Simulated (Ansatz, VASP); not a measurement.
# Two plane-wave programs on C

POSCAR

```
C
1.0
    0.0000000000      1.7833700000      1.7833700000
    1.7833700000      0.0000000000      1.7833700000
    1.7833700000      1.7833700000      0.0000000000
C
2
Direct
    0.7500000000      0.7500000000      0.7500000000
    0.5000000000      0.5000000000      0.5000000000
```

The input INCAR.step1:

```
SYSTEM = C
PREC = Accurate ; ENCUT = 520
EDIFF = 1E-5 ; ISMEAR = -1
SIGMA = 0.05 ; LREAL = .FALSE.
LASPH = .TRUE. ; NELM = 80
ALGO = Normal ; ISIF = 2
LWAVE = .TRUE. ; LCHARG = .FALSE.
NBANDS = 11 ; GGA = PE
```

File INCAR.step2:

```
SYSTEM = C
PREC = Accurate ; ENCUT = 520
EDIFF = 1E-6 ; ISMEAR = -1
SIGMA = 0.05 ; LREAL = .FALSE.
LASPH = .TRUE. ; NELM = 80
ALGO = Normal ; ISIF = 2
LWAVE = .FALSE. ; LCHARG = .FALSE.
GGA = B5 ; LHFCALC = .TRUE.
AEXX = 0.5 ; ALDAX = 0.5
AGGAX = 0.5 ; AGGAC = 1.0
ALDAC = 0.0 ; PRECFOCK = Normal
NBANDS = 11 ; ISTART = 1
```

Contents of KPOINTS:

```
regular mesh
0
G
  7 7 7
  0 0 0
```

The input input.yaml:

```yaml
crystal:
  lattice:
    - [0.0, 1.78337, 1.78337]
    - [1.78337, 0.0, 1.78337]
    - [1.78337, 1.78337, 0.0]
  atoms:
    - { symbol: C, position: [0.75, 0.75, 0.75] }
    - { symbol: C, position: [0.5, 0.5, 0.5] }
hamiltonian:
  xc: { name: BHLYP }
  pseudopotentials: { kind: paw }
kpoints:
  mp_grid: { grid: [7, 7, 7] }
  band_path:
    path:
      - [[0.0, 0.0, 0.0], [0.5, 0.0, 0.5], [0.5, 0.25, 0.75], [0.375, 0.375, 0.75], [0.0, 0.0, 0.0], [0.5, 0.5, 0.5], [0.625, 0.25, 0.625], [0.5, 0.25, 0.75], [0.5, 0.5, 0.5], [0.375, 0.375, 0.75]]
      - [[0.625, 0.25, 0.625], [0.5, 0.0, 0.5]]
    npoints: 4
scf:
  occupations: { method: fermi_dirac, width: 0.05 }
  n_extra_bands: 6
output:
  forces: true
  stress: true
  eigenvalues: true
  fatbands: false
```

Alike in both runs: functional BHLYP; k mesh 7 × 7 × 7; occupations fermi-dirac, width 0.05 eV; no spin polarisation.

|  | VASP | Ansatz |
| --- | --- | --- |
| version | VASP 6.6.1 | Ansatz 0.2.0 |
| potentials or method | VASP PAW PBE potentials, release 64 (C) | Ansatz PAW |
| plane-wave cutoff (eV) | 520 | 420 |
| valence electrons in the cell | 8 | 8 |
| task | single point | band structure |

```tsv
	VASP	Ansatz	Ansatz less VASP
gap on the k mesh at the Fermi level (eV)	8.58	8.54	-0.039
least direct gap on the mesh (eV)	10.17	10.11	-0.053
pressure (GPa)	-8.8	-9.7	-0.85
```

VASP's potentials were made for PBE, not for BHLYP. With one functional, cell and mesh, what is left measures potentials, basis and numerics.

The k mesh is coarse, so the values compare programs but aren't converged. Noted on Ansatz's run: the k mesh misses the band edges, so the gap on the mesh is wider than the one along the path.
